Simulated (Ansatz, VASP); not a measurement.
One calculation of Mg2Si3N3, two programs

Contents of INCAR:

```
SYSTEM = Mg2Si3N3
PREC = Accurate
ENCUT = 600
EDIFF = 1E-6
ISMEAR = 0
SIGMA = 0.1
LREAL = .False.
LASPH = .True.
NELM = 200
ALGO = Normal
ISIF = 2
LWAVE = .False.
LCHARG = .False.
ISPIN = 2
MAGMOM = 0 0 0 0 0 1 1 1
LORBIT = 11
GGA = PE
NBANDS = 30
GGA_COMPAT = .False.
```

KPOINTS

```
Automatic mesh
0
Gamma
  3 3 6
  0 0 0
```

File POSCAR:

```
Mg2Si3N3
1.0
    6.4513642035      0.0000000000      0.0000000000
   -3.2256821017      5.5870452893      0.0000000000
    0.0000000000      0.0000000000      2.7340882308
Mg Si N
2 3 3
Direct
    0.6666666667      0.3333333333      0.0000000000
    0.3333333333      0.6666666667      0.0000000000
    0.0000000000      0.2033861273      0.0000000000
    0.7966138727      0.7966138727      0.0000000000
    0.2033861273      0.0000000000      0.0000000000
    0.0000000000      0.3907500851      0.5000000000
    0.6092499149      0.6092499149      0.5000000000
    0.3907500851      0.0000000000      0.5000000000
```

Input for Ansatz:

```yaml
crystal:
  lattice:
    - [6.4513642035, 0.0, 0.0]
    - [-3.2256821017, 5.5870452893, 0.0]
    - [0.0, 0.0, 2.7340882308]
  atoms:
    - { symbol: Mg, position: [0.6666666667, 0.3333333333, 0.0] }
    - { symbol: Mg, position: [0.3333333333, 0.6666666667, 0.0] }
    - { symbol: Si, position: [0.0, 0.2033861273, 0.0] }
    - { symbol: Si, position: [0.7966138727, 0.7966138727, 0.0] }
    - { symbol: Si, position: [0.2033861273, 0.0, 0.0] }
    - { symbol: "N", position: [0.0, 0.3907500851, 0.5], spin: 1.0 }
    - { symbol: "N", position: [0.6092499149, 0.6092499149, 0.5], spin: 1.0 }
    - { symbol: "N", position: [0.3907500851, 0.0, 0.5], spin: 1.0 }
basis:
  ecutwfc: 420
kpoints:
  mp_grid: { grid: [3, 3, 6] }
hamiltonian:
  xc: pbe
scf:
  occupations: { method: gaussian, width: 0.1 }
  lower_state_search: "off"
output:
  forces: true
  stress: true
  eigenvalues: true
  populations: true
magnetization:
  spin_polarized: true
```

Alike in both runs: task single point; functional PBE; k mesh 3 × 3 × 6; occupations gaussian, width 0.1 eV; collinear spin.

|  | VASP | Ansatz |
| --- | --- | --- |
| version | VASP 6.6.1 | Ansatz 0.2.0 |
| potentials or method | VASP PAW PBE potentials, release 64 (Mg, Si, N), cutoff 600 eV | scalar-relativistic, plane waves, PAW |
| valence electrons in the cell | 31 | 47 |

|  | VASP | Ansatz | Ansatz less VASP |
| --- | --- | --- | --- |
| gap on the k mesh at the Fermi level (eV) | none | none | - |
| pressure (GPa) | -0.4 | 0.0 | +0.37 |
| traceless stress, the component that is largest in VASP (GPa) | 0.33 | 0.25 | -0.086 |
| rms of the force components (eV/Å) | 0.006 | 0.007 | +0.0016 |
| net moment per atom (μB) | 0.00 | 0.00 | 0.000 |

Atom by atom the forces differ by 0.002 eV/Å (rms over components). A gap of «none» marks a metal or a gap that the smearing closes. The functional is the same, so the differences come from potentials, cutoffs and numerics. VASP's potentials hold 31 valence electrons a cell and Ansatz's 47, so a difference there can come from the potentials and not from the codes. Ansatz's warnings: seeded moment not kept.

The k mesh is coarse, so the values compare programs but aren't converged.
